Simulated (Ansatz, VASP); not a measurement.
**Two plane-wave programs on LiH**

```xyz
2
Lattice="0.0000 2.1646 2.1646 2.1646 0.0000 2.1646 2.1646 2.1646 0.0000" Properties=species:S:1:pos:R:3 pbc="T T T"
Li    0.0000    0.0000    0.0000
H     1.0823    1.0823    1.0823
```

Alike in both runs: task single point; functional PBE; k mesh 8 × 8 × 8; no spin polarisation.

|  | VASP | Ansatz |
| --- | --- | --- |
| version | VASP 6.6.1 | Ansatz 0.2.0 |
| potentials or method | VASP PAW PBE potentials, release 64 (Li_sv, H) | plane waves, PAW |
| plane-wave cutoff (eV) | 520 | 420 |
| occupations | gaussian, width 0.01 eV | fixed |
| valence electrons in the cell | 4 | 4 |

|  | VASP | Ansatz | Ansatz less VASP |
| --- | --- | --- | --- |
| gap on the k mesh at the Fermi level (eV) | 4.16 | 4.16 | -0.006 |

Noted on VASP's run: the cutoff is short for stress, so the pressure is rough.
